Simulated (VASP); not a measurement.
# FeS2 (Pnnm) in VASP: further runs

FeS2 is run at these levels: PBE; tasks: single point.

All numbers are computed with VASP 6.6.1; they aren't measurements. Logs are shortened: lines on timing, memory, paths and dates and some standing lists are left out, and cuts for length are marked.

## Step 1: The cell of the first run

Symmetry: Pnnm, No. 58, orthorhombic system. Conventional cell: a = 4.339 Å, b = 5.307 Å, c = 3.322 Å, α = 90.00°, β = 90.00°, γ = 90.00°. Within 2.9 Å of Fe (site symmetry 2/m) lie 6 S at 2.18 to 2.20 Å. Within 2.9 Å of S (site symmetry m) lie 3 Fe at 2.18 to 2.20 Å and 2 S at 2.22 to 2.88 Å.

## Step 2: Single point, PBE (12.75 Å³/atom)

Input file INCAR:

```
  PREC = Accurate
  ENCUT = 600
  EDIFF = 1E-6
  ISMEAR = 0
  SIGMA = 0.02
  LREAL = False
  LASPH = True
  NELM = 120
  ALGO = Normal
  ISIF = 2
  LWAVE = False
  LCHARG = False
  GGA = PE
  NBANDS = 29
  GGA_COMPAT = False
```

Input file KPOINTS:

```
Automatic mesh
0
Gamma
  6 6 8
```

Input file POSCAR:

```
FeS2
1.0
    4.3393197313      0.0000000000      0.0000000000
    0.0000000000      5.3068477773      0.0000000000
    0.0000000000      0.0000000000      3.3223289018
Fe S
2 4
Direct
    0.0000000000      0.0000000000      0.0000000000
    0.5000000000      0.5000000000      0.5000000000
    0.2047636029      0.3752457440      0.0000000000
    0.2952363971      0.8752457440      0.5000000000
    0.7952363971      0.6247542560      0.0000000000
    0.7047636029      0.1247542560      0.5000000000
```

Potentials or basis: VASP PAW PBE potentials, release 64 (Fe, S).

Run with:

```sh
> cat potpaw_PBE.64/Fe/POTCAR potpaw_PBE.64/S/POTCAR > POTCAR
> mpirun -np 1 vasp_std > vasp.out
```

OUTCAR:

```text
PREC = Accurate
   ENCUT = 600
   EDIFF = 1E-6
   ISMEAR = 0
   LREAL = False
   LASPH = True
   NELM = 120
   ISIF = 2
   GGA = PE

 ion  position               nearest neighbor table
   1  0.000  0.000  0.000-   3 2.18   5 2.18   4 2.20   6 2.20   4 2.20   6 2.20
   2  0.500  0.500  0.500-   4 2.18   6 2.18   5 2.20   3 2.20   3 2.20   5 2.20
   3  0.205  0.375  0.000-   1 2.18   2 2.20   2 2.20   5 2.22
   4  0.295  0.875  0.500-   2 2.18   1 2.20   1 2.20   6 2.22
   5  0.795  0.625  0.000-   1 2.18   2 2.20   2 2.20   3 2.22
   6  0.705  0.125  0.500-   2 2.18   1 2.20   1 2.20   4 2.22

  LATTYP: Found a simple orthorhombic cell.
 ALAT       =     3.3223289018
 B/A-ratio  =     1.3061078116
 C/A-ratio  =     1.5973276380

  Lattice vectors:

 A1 = (   0.0000000000,   0.0000000000,   3.3223289018)
 A2 = (   4.3393197313,   0.0000000000,   0.0000000000)
 A3 = (   0.0000000000,   5.3068477773,   0.0000000000)

Analysis of symmetry for initial positions (statically):
=====================================================================
 Subroutine PRICEL returns:
 Original cell was already a primitive cell.

 Routine SETGRP: Setting up the symmetry group for a
 simple orthorhombic supercell.

 Subroutine GETGRP returns: Found  8 space group operations
 (whereof  4 operations were pure point group operations)
 out of a pool of  8 trial point group operations.

The static configuration has the point symmetry C_2h.
 The point group associated with its full space group is D_2h.

Analysis of symmetry for dynamics (positions and initial velocities):
=====================================================================
 Subroutine PRICEL returns:
 Original cell was already a primitive cell.

 Routine SETGRP: Setting up the symmetry group for a
 simple orthorhombic supercell.

 Subroutine GETGRP returns: Found  8 space group operations
 (whereof  4 operations were pure point group operations)
 out of a pool of  8 trial point group operations.

The dynamic configuration has the point symmetry C_2h.
 The point group associated with its full space group is D_2h.

 Subroutine INISYM returns: Found  8 space group operations
 (whereof  4 operations are pure point group operations),
 and found     1 'primitive' translations

----------------------------------------------------------------------------------------

                                     Primitive cell

  volume of cell :      76.5070

  direct lattice vectors                    reciprocal lattice vectors
     4.339319731  0.000000000  0.000000000     0.230450868  0.000000000  0.000000000
     0.000000000  5.306847777  0.000000000     0.000000000  0.188435780  0.000000000
     0.000000000  0.000000000  3.322328902     0.000000000  0.000000000  0.300993679

  length of vectors
     4.339319731  5.306847777  3.322328902     0.230450868  0.188435780  0.300993679

  position of ions in fractional coordinates (direct lattice)
     0.000000000  0.000000000  0.000000000
     0.500000000  0.500000000  0.500000000
     0.204763603  0.375245744  0.000000000
     0.295236397  0.875245744  0.500000000
     0.795236397  0.624754256  0.000000000
     0.704763603  0.124754256  0.500000000

  ion indices of the primitive-cell ions
   primitive index   ion index
                 1           1
                 2           2
                 3           3
                 4           4
                 5           5
                 6           6

----------------------------------------------------------------------------------------

 KPOINTS: Automatic mesh

Automatic generation of k-mesh.
 Grid dimensions read from file:
 generate k-points for:    6    6    8

 Generating k-lattice:

  Cartesian coordinates                     Fractional coordinates (reciprocal lattice)
     0.038408478  0.000000000  0.000000000     0.166666667  0.000000000  0.000000000
     0.000000000  0.031405963  0.000000000     0.000000000  0.166666667  0.000000000
     0.000000000  0.000000000  0.037624210     0.000000000  0.000000000  0.125000000

  Length of vectors
     0.038408478  0.031405963  0.037624210

  Shift w.r.t. Gamma in fractional coordinates (k-lattice)
     0.000000000  0.000000000  0.000000000

 Subroutine IBZKPT returns following result:
 ===========================================

 Found     80 irreducible k-points:

 Following reciprocal coordinates:
            Coordinates               Weight
  0.000000  0.000000  0.000000      1.000000
  0.166667  0.000000  0.000000      2.000000
  0.333333  0.000000  0.000000      2.000000
  0.500000  0.000000  0.000000      1.000000
  0.000000  0.166667  0.000000      2.000000
  0.166667  0.166667  0.000000      4.000000
[... 16 lines left out ...]
  0.333333  0.166667  0.125000      8.000000
  0.500000  0.166667  0.125000      4.000000
 [... further k-points ...]
   k-points           NKPTS =     80   k-points in BZ     NKDIM =     80   number of bands    NBANDS=     29
   number of dos      NEDOS =    301   number of ions     NIONS =      6
   total plane-waves  NPLWV =  42336
   dimension x,y,z NGX =    36 NGY =   42 NGZ =   28
   dimension x,y,z NGXF=    72 NGYF=   84 NGZF=   56
   ions per type =               2   4
   NGX,Y,Z   is equivalent  to a cutoff of  13.79, 13.16, 14.01 a.u.
   NGXF,Y,Z  is equivalent  to a cutoff of  27.58, 26.31, 28.02 a.u.
 SYSTEM =  unknown system
   PREC   = accura    normal or accurate (medium, high low for compatibility)
   ISTART =      0    job   : 0-new  1-cont  2-samecut
   ICHARG =      2    charge: 1-file 2-atom 10-const
   ISPIN  =      1    spin polarized calculation?
   LNONCOLLINEAR =      F non collinear calculations
   LSORBIT =      F    spin-orbit coupling
   LASPH  =      T    aspherical Exc in radial PAW
   ENCUT  =  600.0 eV  44.10 Ry    6.64 a.u.   8.67 10.60  6.64*2*pi/ulx,y,z
   NELM   =    120;   NELMIN=  2; NELMDL= -5     # of ELM steps
   EDIFF  = 0.1E-05   stopping-criterion for ELM
   LREAL  =      F    real-space projection
   EDIFFG = 0.1E-04   stopping-criterion for IOM
   NSW    =      0    number of steps for IOM
   IBRION =     -1    ionic relax: 0-MD 1-quasi-New 2-CG
   NFREE  =      0    steps in history (QN), initial steepest desc. (CG)
   ISIF   =      2    stress and relaxation
   ISYM   =      2    0-nonsym 1-usesym 2-fastsym
   POTIM  = 0.5000    time-step for ionic-motion
   TEBEG  =    0.0;   TEEND  =   0.0 temperature during run
   PSTRESS=    0.0 pullay stress
   NELECT =      40.0000    total number of electrons
   NUPDOWN=      -1.0000    fix difference up-down
   EMIN   =  10.00;   EMAX   =-10.00  energy-range for DOS
   EFERMI =   0.00;   METHOD = LEGACY
   ISMEAR =     0;   SIGMA  =   0.02  broadening in eV -4-tet -1-fermi 0-gaus
   EFERMI_NEDOS =   21; number of points for ismear=-14 and -15
   IALGO  =     38    algorithm
   IMIX   =      4    mixing-type and parameters
     AMIX     =   0.40;   BMIX     =  1.00
     AMIX_MAG =   1.60;   BMIX_MAG =  1.00
  volume/ion in A,a.u.               =      12.75        86.05
  Fermi-wavevector in a.u.,A,eV,Ry     =   1.318847  2.492260 23.665406  1.739358
  Thomas-Fermi vector in A             =   2.448788
   LORBIT       =      0    0 simple, 1 ext, 2 COOP (PROOUT), +10 PAW based schemes
   GGA     = PE    functional components
   LHFCALC =     F    Hartree Fock is set to
   AEXX    =    0.0000 exact exchange contribution
   IVDW    =     0    specifies the selected vdW correction
   LEPSILON=     F    determine dielectric tensor
   LRPA    =     F    only Hartree local field effects (RPA)
 non-spin polarized calculation
 Gauss-broadening in eV      SIGMA  =   0.02
  energy-cutoff  :      600.00
  volume of cell :       76.51
 maximum number of plane-waves:      2594
 NGX is ok and might be reduce to    36
   NGX = 17   NGY = 21   NGZ = 13

 number of electron      39.9999998 magnetization

 Free energy of the ion-electron system (eV)
  ---------------------------------------------------
  ext. energy  EPLUGINS =         0.00000000
  ---------------------------------------------------
  free energy    TOTEN  =       -35.94744095 eV

  energy without entropy =      -35.94744095  energy(sigma->0) =      -35.94744095

 E-fermi :   8.6405     XC(G=0): -12.0357

 val. band max:        8.5518144798   @ k =   0.1667   0.0000   0.2500
 cond. band min:       9.6088764096   @ k =   0.0000   0.5000   0.5000
 fundamental gap:      1.0570619298
 Fermi energy:         8.6405362721

 k-point     1 :       0.0000    0.0000    0.0000
  band No.  band energies     occupation
      1      -8.6771      2.00000
      2      -6.0860      2.00000
      3      -4.1540      2.00000
      4      -3.2651      2.00000
      5       0.5332      2.00000
      6       2.1677      2.00000
[... 21 lines left out ...]
     28      14.3946      0.00000
     29      16.2076      0.00000

 k-point     2 :       0.1667    0.0000    0.0000
  band No.  band energies     occupation
      1      -8.4956      2.00000
      2      -6.0679      2.00000
      3      -4.1697      2.00000
      4      -3.9041      2.00000
      5       1.3684      2.00000
      6       1.5886      2.00000
[... 21 lines left out ...]
     28      14.7915      0.00000
     29      15.4479      0.00000

 k-point     3 :       0.3333    0.0000    0.0000
  band No.  band energies     occupation
      1      -7.9658      2.00000
      2      -6.3275      2.00000
      3      -4.6048      2.00000
      4      -4.2777      2.00000
      5       0.6784      2.00000
      6       0.9457      2.00000
[... 21 lines left out ...]
     28      14.3221      0.00000
     29      15.4454      0.00000

 k-point     4 :       0.5000    0.0000    0.0000
  band No.  band energies     occupation
      1      -7.1540      2.00000
      2      -7.1540      2.00000
      3      -4.5260      2.00000
      4      -4.5260      2.00000
      5       0.4981      2.00000
      6       0.4981      2.00000
[... 597 lines left out ...]
     28      15.4711      0.00000
     29      16.3380      0.00000

 k-point    23 :       0.3333    0.1667    0.1250
  band No.  band energies     occupation
      1      -7.7332      2.00000
      2      -6.3323      2.00000
      3      -4.7312      2.00000
      4      -4.2063      2.00000
      5       0.7961      2.00000
      6       1.4649      2.00000
[... 21 lines left out ...]
     28      15.3933      0.00000
     29      15.9010      0.00000

 k-point    24 :       0.5000    0.1667    0.1250
  band No.  band energies     occupation
      1      -6.9783      2.00000
      2      -6.9783      2.00000
      3      -4.6488      2.00000
      4      -4.6488      2.00000
      5       0.8822      2.00000
      6       0.8822      2.00000
[... 21 lines left out ...]
     28      14.9112      0.00000
     29      16.4142      0.00000

 [... further k-points ...]
[... 5 lines left out ...]
  --------------------------------------------------------------------------------------
  -------------------------------------------------------------------------------------
  Total        5.1364086      5.2328991      5.2780536      0.0000000      0.0000000      0.0000000
  in kB      107.5645679    109.5852332    110.5308398      0.0000000      0.0000000      0.0000000
  external PRESSURE =     109.2268803 kB  Pullay stress =       0.0000000 kB

 VOLUME and BASIS-vectors are now :
 -----------------------------------------------------------------------------
  energy-cutoff  :      600.00
  volume of cell :       76.51
      direct lattice vectors                 reciprocal lattice vectors
     4.339319731  0.000000000  0.000000000     0.230450868  0.000000000  0.000000000
     0.000000000  5.306847777  0.000000000     0.000000000  0.188435780  0.000000000
     0.000000000  0.000000000  3.322328902     0.000000000  0.000000000  0.300993679

 POSITION                                       TOTAL-FORCE (eV/Angst)
 -----------------------------------------------------------------------------------
      0.00000      0.00000      0.00000         0.000000     -0.000000      0.000000
      2.16966      2.65342      1.66116         0.000000     -0.000000      0.000000
      0.88853      1.99137      0.00000        -0.068506      0.040816      0.000000
      1.28113      4.64480      1.66116         0.068506      0.040816      0.000000
      3.45078      3.31548      0.00000         0.068506     -0.040816      0.000000
      3.05819      0.66205      1.66116        -0.068506     -0.040816      0.000000
 -----------------------------------------------------------------------------------
    total drift:                               -0.000000      0.000000      0.000000

  FREE ENERGIE OF THE ION-ELECTRON SYSTEM (eV)
  ---------------------------------------------------
  free  energy   TOTEN  =       -35.9474409514 eV

  energy  without entropy=      -35.9474409514  energy(sigma->0) =      -35.94744095
```

It took 7.4 min on 1 thread of Oxide Virtual Turin-like, shared host; peak memory 0.27 GiB.

What came out:

```
Free energy            : -35.9474 eV
Pressure               : 10.9 GPa
Largest force          : 0.080 eV/Å
Band gap on the k mesh : 1.06 eV (least direct gap 1.36 eV)
```

Forces in eV/Å, atoms in the order of the input:
```
Fe   0.000  0.000  0.000
Fe   0.000  0.000  0.000
S   -0.069  0.041  0.000
S    0.069  0.041  0.000
S    0.069 -0.041  0.000
S   -0.069 -0.041  0.000
```

Caveat: the cell stands under pressure.

## Step 3: Single point, PBE (13.16 Å³/atom)

This run uses another cell than the first one, of 13.16 Å³/atom.

Input file INCAR:

```
SYSTEM = FeS2
PREC = Accurate
ENCUT = 600
EDIFF = 1E-6
ISMEAR = 0
SIGMA = 0.02
LREAL = .False.
LASPH = .True.
NELM = 120
ALGO = Normal
ISIF = 2
LWAVE = .False.
LCHARG = .False.
GGA = PE
NBANDS = 29
GGA_COMPAT = .False.
```

Input file KPOINTS:

```
regular mesh
0
Gamma
  6 6 8
  0 0 0
```

Input file POSCAR:

```
FeS2
1.0
    4.3894960431      0.0000000000      0.0000000000
    0.0000000000      5.3581224333      0.0000000000
    0.0000000000      0.0000000000      3.3567383598
Fe S
2 4
Direct
    0.0000000000      0.0000000000      0.0000000000
    0.5000000000      0.5000000000      0.5000000000
    0.2055457449      0.3751653534      0.0000000000
    0.2944542551      0.8751653534      0.5000000000
    0.7944542551      0.6248346466      0.0000000000
    0.7055457449      0.1248346466      0.5000000000
```

Potentials or basis: VASP PAW PBE potentials, release 64 (Fe, S).

Run with:

```sh
> cat potpaw_PBE.64/Fe/POTCAR potpaw_PBE.64/S/POTCAR > POTCAR
> mpirun -np 1 vasp_std > vasp.out
```

OUTCAR:

```text
SYSTEM = FeS2
   PREC = Accurate
   ENCUT = 600
   EDIFF = 1E-6
   ISMEAR = 0
   LREAL = .False.
   LASPH = .True.
   NELM = 120
   ISIF = 2
   GGA = PE

 ion  position               nearest neighbor table
   1  0.000  0.000  0.000-   3 2.20   5 2.20   4 2.22   6 2.22   4 2.22   6 2.22
   2  0.500  0.500  0.500-   4 2.20   6 2.20   5 2.22   3 2.22   3 2.22   5 2.22
   3  0.206  0.375  0.000-   1 2.20   2 2.22   2 2.22   5 2.25
   4  0.294  0.875  0.500-   2 2.20   1 2.22   1 2.22   6 2.25
   5  0.794  0.625  0.000-   1 2.20   2 2.22   2 2.22   3 2.25
   6  0.706  0.125  0.500-   2 2.20   1 2.22   1 2.22   4 2.25

[... 979 lines left out ...]
  Total        2.4132793      2.5182341      2.5391418     -0.0000000      0.0000000      0.0000000
  in kB       48.9748807     51.1048238     51.5291229     -0.0000000      0.0000000      0.0000000
  external PRESSURE =      50.5362758 kB  Pullay stress =       0.0000000 kB

 VOLUME and BASIS-vectors are now :
 -----------------------------------------------------------------------------
  energy-cutoff  :      600.00
  volume of cell :       78.95
      direct lattice vectors                 reciprocal lattice vectors
     4.389496043  0.000000000  0.000000000     0.227816585  0.000000000  0.000000000
     0.000000000  5.358122433  0.000000000     0.000000000  0.186632540  0.000000000
     0.000000000  0.000000000  3.356738360     0.000000000  0.000000000  0.297908235

 POSITION                                       TOTAL-FORCE (eV/Angst)
 -----------------------------------------------------------------------------------
      0.00000      0.00000      0.00000         0.000000     -0.000000      0.000000
      2.19475      2.67906      1.67837         0.000000     -0.000000      0.000000
      0.90224      2.01018      0.00000        -0.063001      0.041654      0.000000
      1.29251      4.68924      1.67837         0.063001      0.041654     -0.000000
      3.48725      3.34794      0.00000         0.063001     -0.041654     -0.000000
      3.09699      0.66888      1.67837        -0.063001     -0.041654      0.000000
 -----------------------------------------------------------------------------------
    total drift:                                0.000000      0.000000      0.000000

  FREE ENERGIE OF THE ION-ELECTRON SYSTEM (eV)
  ---------------------------------------------------
  free  energy   TOTEN  =       -36.0672965876 eV

  energy  without entropy=      -36.0672965876  energy(sigma->0) =      -36.06729659
```

OSZICAR:

```text
N       E                     dE             d eps       ncg     rms          rms(c)
DAV:   1     0.363680986766E+03    0.36368E+03   -0.19559E+04  4656   0.162E+03
DAV:   2     0.510657637909E+01   -0.35857E+03   -0.34195E+03  4685   0.366E+02
DAV:   3    -0.369097280430E+02   -0.42016E+02   -0.39562E+02  5900   0.133E+02
DAV:   4    -0.392436592857E+02   -0.23339E+01   -0.23085E+01  5956   0.320E+01
DAV:   5    -0.393274635610E+02   -0.83804E-01   -0.83769E-01  6242   0.588E+00    0.280E+01
DAV:   6    -0.483468960902E+02   -0.90194E+01   -0.57902E+01  6538   0.119E+02    0.347E+01
DAV:   7    -0.357573231119E+02    0.12590E+02   -0.35714E+01  5701   0.122E+02    0.950E+00
DAV:   8    -0.362035772667E+02   -0.44625E+00   -0.60111E+00  5240   0.107E+01    0.499E+00
DAV:   9    -0.360688393238E+02    0.13474E+00   -0.38018E-01  6629   0.831E+00    0.140E+00
DAV:  10    -0.360672256757E+02    0.16136E-02   -0.58667E-02  6743   0.142E+00    0.438E-01
DAV:  11    -0.360675517859E+02   -0.32611E-03   -0.28479E-03  6077   0.625E-01    0.214E-01
DAV:  12    -0.360673347854E+02    0.21700E-03   -0.31457E-04  7292   0.229E-01    0.110E-01
DAV:  13    -0.360672924345E+02    0.42351E-04   -0.15618E-04  7085   0.759E-02    0.419E-02
DAV:  14    -0.360672968048E+02   -0.43703E-05   -0.92803E-06  6315   0.271E-02    0.113E-02
DAV:  15    -0.360672965876E+02    0.21722E-06   -0.12496E-06  3427   0.134E-02
   1 F= -.36067297E+02 E0= -.36067297E+02  d E =-.400097E-24
```

Wall time 6.5 min (1 thread of Oxide Virtual Turin-like, shared host); peak memory 0.29 GiB.

What came out:

| Property | Result |
| --- | --- |
| Free energy | -36.0673 eV |
| Pressure | 5.1 GPa |
| Largest force | 0.076 eV/Å |
| Band gap on the k mesh | 0.96 eV (least direct gap 1.28 eV) |

Forces on the atoms (eV/Å):
```
Fe   0.000  0.000  0.000
Fe   0.000  0.000  0.000
S   -0.063  0.042  0.000
S    0.063  0.042  0.000
S    0.063 -0.042  0.000
S   -0.063 -0.042  0.000
```

Caveat: the cell stands under pressure. A k mesh can miss the band edges.
